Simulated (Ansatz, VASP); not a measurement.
# Ni: VASP beside Ansatz

```
Ni
1.0
     0.00000    1.73757    1.73757
     1.73757    0.00000    1.73757
     1.73757    1.73757    0.00000
Ni
1
Direct
  0.00000 0.00000 0.00000
```

Alike in both runs: task single point; functional PBE; k mesh 13 × 13 × 13; occupations gaussian, width 0.023 eV; collinear spin.

|  | VASP | Ansatz |
| --- | --- | --- |
| version | VASP 6.6.1 | Ansatz 0.2.0 |
| potentials or method | VASP PAW PBE potentials, release 64 (Ni), cutoff 520 eV | all-electron LAPW, scalar-relativistic |

|  | VASP | Ansatz | Ansatz less VASP |
| --- | --- | --- | --- |
| gap on the k mesh at the Fermi level (eV) | none | none | - |
| pressure (GPa) | 7.7 | 8.0 | +0.28 |
| net moment per atom (μB) | 0.62 | 0.64 | +0.018 |
| size of the moment on the site where the two differ most (μB) | 0.63 | 0.66 | +0.032 |

Site moments also hang on the region over which each program counts them. A gap of «none» marks a metal or a gap that the smearing closes. Ansatz ran all-electron here, and VASP with PAW potentials.
